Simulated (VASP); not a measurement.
# LuPbBr5 (P4/mmm) in VASP: notebook

The runs below take LuPbBr5 through single point, relaxation of cell and atoms, with PBEsol.

All numbers are computed with VASP 6.6.1; they aren't measurements. Logs are shortened: lines on timing, memory, paths and dates and some standing lists are left out, and cuts for length are marked.

**1. The cell of the first run**

It takes space group P4/mmm (No. 123, tetragonal). The conventional cell has a = 4.980 Å, b = 4.980 Å, c = 7.658 Å, α = 90.00°, β = 90.00°, γ = 90.00°. Within 4.2 Å of Lu (site symmetry 4/mmm) lie 12 Br at 3.18 to 3.52 Å. Pb (site symmetry 4/mmm) has 10 Br at 3.10 to 3.83 Å within 4.1 Å. Within 4.1 Å of Br (site symmetry 2mm) lie 2 Pb at 3.10 Å and 2 Lu at 3.18 Å and 8 Br at 3.18 to 3.95 Å. Br (site symmetry 4/mmm) has 8 Br at 3.18 Å and 4 Lu at 3.52 Å and 2 Pb at 3.83 Å within 4.2 Å.

**2. Single point, PBEsol**

INCAR reads:

```
SYSTEM = LuPbBr5
  PREC = Accurate
  ENCUT = 520
  EDIFF = 1E-6
  ISMEAR = -1
  SIGMA = 0.03
  LREAL = .False.
  LASPH = .True.
  NELM = 100
  ALGO = Normal
  ISIF = 2
  LWAVE = .False.
  LCHARG = .False.
  GGA = PS
  NBANDS = 46
```

KPOINTS reads:

```
regular mesh
0
Gamma
  4 4 2
  0 0 0
```

POSCAR reads:

```
LuPbBr5
1.0
    4.9802070132      0.0000000000      0.0000000000
    0.0000000000      4.9802070132      0.0000000000
    0.0000000000      0.0000000000      7.6576838353
Lu Pb Br
1 1 5
Direct
    0.5000000000      0.5000000000      0.0000000000
    0.0000000000      0.0000000000      0.5000000000
    0.0000000000      0.5000000000      0.2580400924
    0.0000000000      0.5000000000      0.7419599076
    0.5000000000      0.0000000000      0.2580400924
    0.5000000000      0.0000000000      0.7419599076
    0.0000000000      0.0000000000      0.0000000000
```

Potentials or basis: VASP PAW PBE potentials, release 64 (Lu, Pb_d, Br).

On the command line:

```bash
> cat potpaw_PBE.64/Lu/POTCAR potpaw_PBE.64/Pb_d/POTCAR potpaw_PBE.64/Br/POTCAR > POTCAR
> mpirun -np 1 vasp_std > vasp.out
```

OUTCAR:

```text
SYSTEM = LuPbBr5
   PREC = Accurate
   ENCUT = 520
   EDIFF = 1E-6
   ISMEAR = -1
   LREAL = .False.
   LASPH = .True.
   NELM = 100
   ISIF = 2
   GGA = PS

 ion  position               nearest neighbor table
   1  0.500  0.500  0.000-   3 3.18   4 3.18   5 3.18   6 3.18   5 3.18   6 3.18   3 3.18   4 3.18

   2  0.000  0.000  0.500-   3 3.10   4 3.10   5 3.10   6 3.10   3 3.10   4 3.10   5 3.10   6 3.10

   3  0.000  0.500  0.258-   2 3.10   2 3.10   1 3.18   1 3.18
   4  0.000  0.500  0.742-   2 3.10   2 3.10   1 3.18   1 3.18
   5  0.500  0.000  0.258-   2 3.10   2 3.10   1 3.18   1 3.18
   6  0.500  0.000  0.742-   2 3.10   2 3.10   1 3.18   1 3.18
   7  0.000  0.000  0.000-

  LATTYP: Found a simple tetragonal cell.
 ALAT       =     4.9802070132
 C/A-ratio  =     1.5376235998

  Lattice vectors:

 A1 = (   4.9802070132,   0.0000000000,   0.0000000000)
 A2 = (   0.0000000000,   4.9802070132,   0.0000000000)
 A3 = (   0.0000000000,   0.0000000000,   7.6576838353)

Analysis of symmetry for initial positions (statically):
=====================================================================
 Subroutine PRICEL returns:
 Original cell was already a primitive cell.

 Routine SETGRP: Setting up the symmetry group for a
 simple tetragonal supercell.

 Subroutine GETGRP returns: Found 16 space group operations
 (whereof 16 operations were pure point group operations)
 out of a pool of 16 trial point group operations.

The static configuration has the point symmetry D_4h.

Analysis of symmetry for dynamics (positions and initial velocities):
=====================================================================
 Subroutine PRICEL returns:
 Original cell was already a primitive cell.

 Routine SETGRP: Setting up the symmetry group for a
 simple tetragonal supercell.

 Subroutine GETGRP returns: Found 16 space group operations
 (whereof 16 operations were pure point group operations)
 out of a pool of 16 trial point group operations.

The dynamic configuration has the point symmetry D_4h.

 Subroutine INISYM returns: Found 16 space group operations
 (whereof 16 operations are pure point group operations),
 and found     1 'primitive' translations

----------------------------------------------------------------------------------------

                                     Primitive cell

  volume of cell :     189.9294

  direct lattice vectors                    reciprocal lattice vectors
     4.980207013  0.000000000  0.000000000     0.200794866  0.000000000  0.000000000
     0.000000000  4.980207013  0.000000000     0.000000000  0.200794866  0.000000000
     0.000000000  0.000000000  7.657683835     0.000000000  0.000000000  0.130587789

  length of vectors
     4.980207013  4.980207013  7.657683835     0.200794866  0.200794866  0.130587789

  position of ions in fractional coordinates (direct lattice)
     0.500000000  0.500000000  0.000000000
     0.000000000  0.000000000  0.500000000
     0.000000000  0.500000000  0.258040092
     0.000000000  0.500000000  0.741959908
     0.500000000  0.000000000  0.258040092
     0.500000000  0.000000000  0.741959908
     0.000000000  0.000000000  0.000000000

  ion indices of the primitive-cell ions
   primitive index   ion index
                 1           1
                 2           2
                 3           3
                 4           4
                 5           5
                 6           6
                 7           7

----------------------------------------------------------------------------------------

 KPOINTS: regular mesh

Automatic generation of k-mesh.
 Grid dimensions read from file:
 generate k-points for:    4    4    2

 Generating k-lattice:

  Cartesian coordinates                     Fractional coordinates (reciprocal lattice)
     0.050198717  0.000000000  0.000000000     0.250000000  0.000000000  0.000000000
     0.000000000  0.050198717  0.000000000     0.000000000  0.250000000  0.000000000
     0.000000000  0.000000000  0.065293894     0.000000000  0.000000000  0.500000000

  Length of vectors
     0.050198717  0.050198717  0.065293894

  Shift w.r.t. Gamma in fractional coordinates (k-lattice)
     0.000000000  0.000000000  0.000000000

 Subroutine IBZKPT returns following result:
 ===========================================

 Found     12 irreducible k-points:

 Following reciprocal coordinates:
            Coordinates               Weight
  0.000000  0.000000  0.000000      1.000000
  0.250000  0.000000  0.000000      4.000000
  0.500000  0.000000  0.000000      2.000000
  0.250000  0.250000  0.000000      4.000000
  0.500000  0.250000  0.000000      4.000000
  0.500000  0.500000  0.000000      1.000000
  0.000000  0.000000  0.500000      1.000000
  0.250000  0.000000  0.500000      4.000000
  0.500000  0.000000  0.500000      2.000000
  0.250000  0.250000  0.500000      4.000000
  0.500000  0.250000  0.500000      4.000000
  0.500000  0.500000  0.500000      1.000000
   k-points           NKPTS =     12   k-points in BZ     NKDIM =     12   number of bands    NBANDS=     46
   number of dos      NEDOS =    301   number of ions     NIONS =      7
   total plane-waves  NPLWV =  96000
   dimension x,y,z NGX =    40 NGY =   40 NGZ =   60
   dimension x,y,z NGXF=    80 NGYF=   80 NGZF=  120
   ions per type =               1   1   5
   NGX,Y,Z   is equivalent  to a cutoff of  13.35, 13.35, 13.03 a.u.
   NGXF,Y,Z  is equivalent  to a cutoff of  26.71, 26.71, 26.05 a.u.
 SYSTEM =  LuPbBr5
   PREC   = accura    normal or accurate (medium, high low for compatibility)
   ISTART =      0    job   : 0-new  1-cont  2-samecut
   ICHARG =      2    charge: 1-file 2-atom 10-const
   ISPIN  =      1    spin polarized calculation?
   LNONCOLLINEAR =      F non collinear calculations
   LSORBIT =      F    spin-orbit coupling
   LASPH  =      T    aspherical Exc in radial PAW
   ENCUT  =  520.0 eV  38.22 Ry    6.18 a.u.   9.26  9.26 14.24*2*pi/ulx,y,z
   NELM   =    100;   NELMIN=  2; NELMDL= -5     # of ELM steps
   EDIFF  = 0.1E-05   stopping-criterion for ELM
   LREAL  =      F    real-space projection
   EDIFFG = 0.1E-04   stopping-criterion for IOM
   NSW    =      0    number of steps for IOM
   IBRION =     -1    ionic relax: 0-MD 1-quasi-New 2-CG
   NFREE  =      0    steps in history (QN), initial steepest desc. (CG)
   ISIF   =      2    stress and relaxation
   ISYM   =      2    0-nonsym 1-usesym 2-fastsym
   POTIM  = 0.5000    time-step for ionic-motion
   TEBEG  =    0.0;   TEEND  =   0.0 temperature during run
   PSTRESS=    0.0 pullay stress
   NELECT =      74.0000    total number of electrons
   NUPDOWN=      -1.0000    fix difference up-down
   EMIN   =  10.00;   EMAX   =-10.00  energy-range for DOS
   EFERMI =   0.00;   METHOD = LEGACY
   ISMEAR =    -1;   SIGMA  =   0.03  broadening in eV -4-tet -1-fermi 0-gaus
   EFERMI_NEDOS =   21; number of points for ismear=-14 and -15
   IALGO  =     38    algorithm
   IMIX   =      4    mixing-type and parameters
     AMIX     =   0.40;   BMIX     =  1.00
     AMIX_MAG =   1.60;   BMIX_MAG =  1.00
  volume/ion in A,a.u.               =      27.13       183.10
  Fermi-wavevector in a.u.,A,eV,Ry     =   1.195698  2.259541 19.452148  1.429693
  Thomas-Fermi vector in A             =   2.331656
   LORBIT       =      0    0 simple, 1 ext, 2 COOP (PROOUT), +10 PAW based schemes
   GGA     = PS    functional components
   LHFCALC =     F    Hartree Fock is set to
   AEXX    =    0.0000 exact exchange contribution
   IVDW    =     0    specifies the selected vdW correction
   LEPSILON=     F    determine dielectric tensor
   LRPA    =     F    only Hartree local field effects (RPA)
 non-spin polarized calculation
  energy-cutoff  :      520.00
  volume of cell :      189.93
 maximum number of plane-waves:      5148
 NGX is ok and might be reduce to    40
   NGX = 19   NGY = 19   NGZ = 29

 number of electron      73.9999996 magnetization

 Free energy of the ion-electron system (eV)
  ---------------------------------------------------
  ext. energy  EPLUGINS =         0.00000000
  ---------------------------------------------------
  free energy    TOTEN  =       -24.95163618 eV

  energy without entropy =      -24.95163603  energy(sigma->0) =      -24.95163611

 E-fermi :   4.0553     XC(G=0):  -9.6156

 val. band max:        3.6730176415   @ k =   0.5000   0.5000   0.5000
 cond. band min:       4.4383425771   @ k =   0.0000   0.0000   0.0000
 fundamental gap:      0.7653249356
 Fermi energy:         4.0553210671

 k-point     1 :       0.0000    0.0000    0.0000
  band No.  band energies     occupation
      1     -54.7041      2.00000
      2     -25.2668      2.00000
      3     -25.2330      2.00000
      4     -25.2330      2.00000
      5     -13.3757      2.00000
      6     -13.2957      2.00000
[... 38 lines left out ...]
     45       6.6829      0.00000
     46       6.6829      0.00000

 k-point     2 :       0.2500    0.0000    0.0000
  band No.  band energies     occupation
      1     -54.7040      2.00000
      2     -25.2663      2.00000
      3     -25.2356      2.00000
      4     -25.2328      2.00000
      5     -13.3605      2.00000
      6     -13.3221      2.00000
[... 38 lines left out ...]
     45       6.7753      0.00000
     46       7.2235      0.00000

 k-point     3 :       0.5000    0.0000    0.0000
  band No.  band energies     occupation
      1     -54.7040      2.00000
      2     -25.2658      2.00000
      3     -25.2382      2.00000
      4     -25.2327      2.00000
      5     -13.3546      2.00000
      6     -13.3465      2.00000
[... 430 lines left out ...]
     45       7.1152      0.00000
     46       7.5896      0.00000

 k-point    12 :       0.5000    0.5000    0.5000
  band No.  band energies     occupation
      1     -54.7040      2.00000
      2     -25.2648      2.00000
      3     -25.2377      2.00000
      4     -25.2377      2.00000
      5     -13.3552      2.00000
      6     -13.3552      2.00000
[... 38 lines left out ...]
     45       7.2264      0.00000
     46       8.1407      0.00000

------------------------ aborting loop because EDIFF is reached ----------------------------------------

  FORCE on cell =-STRESS in cart. coord.  units (eV):
  Direction    XX          YY          ZZ          XY          YZ          ZX
  --------------------------------------------------------------------------------------
  -------------------------------------------------------------------------------------
  Total        0.0371258      0.0371258      0.0089058      0.0000000      0.0000000      0.0000000
  in kB        0.3131804      0.3131804      0.0751258      0.0000000      0.0000000      0.0000000
  external PRESSURE =       0.2338289 kB  Pullay stress =       0.0000000 kB

 VOLUME and BASIS-vectors are now :
 -----------------------------------------------------------------------------
  energy-cutoff  :      520.00
  volume of cell :      189.93
      direct lattice vectors                 reciprocal lattice vectors
     4.980207013  0.000000000  0.000000000     0.200794866  0.000000000  0.000000000
     0.000000000  4.980207013  0.000000000     0.000000000  0.200794866  0.000000000
     0.000000000  0.000000000  7.657683835     0.000000000  0.000000000  0.130587789

 POSITION                                       TOTAL-FORCE (eV/Angst)
 -----------------------------------------------------------------------------------
      2.49010      2.49010      0.00000        -0.000000      0.000000      0.000000
      0.00000      0.00000      3.82884        -0.000000      0.000000      0.000000
      0.00000      2.49010      1.97599         0.000000      0.000000      0.006473
      0.00000      2.49010      5.68169        -0.000000      0.000000     -0.006473
      2.49010      0.00000      1.97599        -0.000000     -0.000000      0.006473
      2.49010      0.00000      5.68169         0.000000     -0.000000     -0.006473
      0.00000      0.00000      0.00000        -0.000000      0.000000      0.000000
 -----------------------------------------------------------------------------------
    total drift:                               -0.000000     -0.000000     -0.000000

  FREE ENERGIE OF THE ION-ELECTRON SYSTEM (eV)
  ---------------------------------------------------
  free  energy   TOTEN  =       -24.9516361826 eV

  energy  without entropy=      -24.9516360314  energy(sigma->0) =      -24.95163611
```

It took 89 s on 1 thread of AMD EPYC 9R45 (Zen 5), shared host; peak memory 0.33 GiB.

What came out:

```yaml
Free_energy: -24.9516 eV
Pressure: 0.0 GPa
Largest_force: 0.006 eV/Å
Band_gap_on_the_k_mesh: 0.77 eV (least direct gap 1.17 eV)
```

Forces on the atoms (eV/Å):
```
Lu   0.000  0.000  0.000
Pb   0.000  0.000  0.000
Br   0.000  0.000  0.006
Br   0.000  0.000 -0.006
Br   0.000  0.000  0.006
Br   0.000  0.000 -0.006
Br   0.000  0.000  0.000
```

Caveat: the PAW data sets were made with another functional, which shifts forces and pressure a little; spin-orbit coupling is left out, which moves the levels of the heavy elements. A k mesh can miss the band edges.

**3. Relaxation of cell and atoms, PBEsol**

This run uses another cell than the first one, of 33.90 Å³/atom.

INCAR reads:

```
SYSTEM = LuPbBr5
PREC = Accurate
ENCUT = 600
EDIFF = 1E-6
ISMEAR = -1
SIGMA = 0.03
LREAL = .False.
LASPH = .True.
NELM = 80
ALGO = Normal
ISIF = 3
LWAVE = .False.
LCHARG = .False.
GGA = PS
IBRION = 2
NSW = 100
EDIFFG = -0.01
```

KPOINTS reads:

```
Automatic mesh
0
Gamma
  4 4 2
  0 0 0
```

POSCAR reads:

```
LuPbBr5
1.0
    5.1175437000      0.0000000000      0.0000000000
    0.0000000000      5.1175437000      0.0000000000
    0.0000000000      0.0000000000      9.0602125900
Lu Pb Br
1 1 5
Direct
    0.5000000000      0.5000000000      0.0000000000
    0.0000000000      0.0000000000      0.5000000000
    0.0000000000      0.5000000000      0.2963546500
    0.0000000000      0.5000000000      0.7036453500
    0.5000000000      0.0000000000      0.2963546500
    0.5000000000      0.0000000000      0.7036453500
    0.0000000000      0.0000000000      0.0000000000
```

Potentials or basis: VASP PAW PBE potentials, release 64 (Lu, Pb_d, Br).

On the command line:

```bash
> cat potpaw_PBE.64/Lu/POTCAR potpaw_PBE.64/Pb_d/POTCAR potpaw_PBE.64/Br/POTCAR > POTCAR
> mpirun -np 1 vasp_std > vasp.out
```

Run time: 14 min. Hardware: 1 thread of AMD EPYC 9R45 (Zen 5), shared host; peak memory 0.46 GiB.

The run converged. Its results:

| Quantity | Value |
| --- | --- |
| Free energy | -24.9555 eV |
| Relaxed volume | 27.19 Å³/atom |
| Relaxed cell | a = 4.985 Å, b = 4.985 Å, c = 7.659 Å, α = 90.00°, β = 90.00°, γ = 90.00° |
| Space group after relaxing (to 0.1 Å) | P4/mmm (No. 123) |
| Energy gained by relaxing | 282.4 meV/atom |
| Ionic steps | 12 |
| Pressure after relaxing | 0.0 GPa |
| Band gap on the k mesh | 0.76 eV (least direct gap 1.17 eV) |

Forces in eV/Å, atoms in the order of the input:
```
Lu   0.000  0.000  0.000
Pb   0.000  0.000  0.000
Br   0.000  0.000  0.003
Br   0.000  0.000 -0.003
Br   0.000  0.000  0.003
Br   0.000  0.000 -0.003
Br   0.000  0.000  0.000
```

The path:
| step | energy change (eV) | largest force (eV/Å) | pressure (GPa) | volume (Å³) |
| --- | --- | --- | --- | --- |
| 1 | 0.0000 | 0.8229 | -5.73 | 237.28 |
| 2 | -1.1686 | 1.1989 | -0.89 | 197.96 |
| 3 | -1.2249 | 1.3008 | 1.41 | 188.90 |
| 4 | -1.6002 | 0.9285 | 1.44 | 186.57 |
| 5 | -1.9038 | 0.1073 | 2.62 | 181.28 |
| 6 | -1.9283 | 0.0217 | -1.85 | 197.92 |
| 7 | -1.9746 | 0.0527 | -0.07 | 190.15 |
| 8 | -1.9746 | 0.0538 | 0.00 | 189.97 |
| 9 | -1.9757 | 0.0344 | 0.01 | 189.94 |
| 10 | -1.9765 | 0.0033 | 0.04 | 189.89 |
| 11 | -1.9765 | 0.0033 | 0.05 | 189.88 |
| 12 | -1.9765 | 0.0027 | -0.03 | 190.32 |

Final structure:
```
CELL_PARAMETERS angstrom
4.98499 0.00000 0.00000
0.00000 4.98499 0.00000
0.00000 0.00000 7.65871
ATOMIC_POSITIONS crystal
Lu 0.50000 0.50000 0.00000
Pb 0.00000 0.00000 0.50000
Br 0.00000 0.50000 0.25810
Br 0.00000 0.50000 0.74190
Br 0.50000 0.00000 0.25810
Br 0.50000 0.00000 0.74190
Br 0.00000 0.00000 0.00000
```

Levels at points of the mesh, in eV from the valence-band top:
```csv
k point,band 33,band 34,band 35,band 36,band 37,band 38,band 39,band 40,band 41,band 42
"(0.00, 0.00, 0.00)",-2.09,-2.09,-1.93,-1.78,-1.78,0.76,1.31,1.74,2.47,2.90
"(0.50, 0.00, 0.00)",-2.52,-1.95,-1.94,-1.66,-0.53,1.56,2.24,2.65,2.87,2.89
"(0.50, 0.50, 0.00)",-1.72,-1.72,-1.65,-1.58,-0.81,0.89,2.07,2.50,2.50,2.64
"(0.00, 0.00, 0.50)",-2.49,-2.49,-1.06,-1.06,-0.92,0.93,1.32,1.51,1.83,1.83
"(0.50, 0.00, 0.50)",-3.14,-2.03,-1.19,-0.92,-0.50,2.12,2.51,2.71,2.74,2.76
"(0.50, 0.50, 0.50)",-1.68,-1.63,-0.81,-0.81,0.00,1.17,1.51,1.80,1.80,2.73
```

Caveat: the volume moved by over 15 % at a fixed basis, so the end points are rough; the PAW data sets were made with another functional, which shifts forces and pressure a little; spin-orbit coupling is left out, which moves the levels of the heavy elements. A k mesh can miss the band edges.
